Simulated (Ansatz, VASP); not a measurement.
## Zr2TiB2 in VASP and in Ansatz

```
Zr Ti B
1.0
     3.59630    0.00000    0.00000
     0.00000    3.59630    0.00000
     0.00000    0.00000    4.75449
Zr Ti B
2 1 2
Direct
  0.50000 0.50000 0.72471
  0.50000 0.50000 0.27529
  0.00000 0.00000 0.00000
  0.50000 0.00000 0.50000
  0.00000 0.50000 0.50000
```

Change from the starting cell: species swapped into the BaAs2Pd2 type (P4/mmm, No. 123).

Alike in both runs: task single point; functional PBE; k mesh 6 × 6 × 4; occupations gaussian, width 0.1 eV; no spin polarisation.

```csv
,VASP,Ansatz
version,VASP 6.6.1,Ansatz 0.2.0
potentials or method,"VASP PAW PBE potentials, release 64 (Zr_sv, Ti_sv, B), cutoff 520 eV","scalar-relativistic, plane waves, PAW"
valence electrons in the cell,42,42
```

VASP gave:

```
gap on the k mesh at the Fermi level (eV) : none
rms of the force components (eV/Å)        : 2.871
```

Question: Estimate Ansatz's values.

Answer: gap on the k mesh at the Fermi level (eV): none; rms of the force components (eV/Å): 2.781.

Atom by atom the forces differ by 0.089 eV/Å (rms over components). A gap of «none» marks a metal or a gap that the smearing closes. The functional is the same, so the differences come from potentials, cutoffs and numerics.
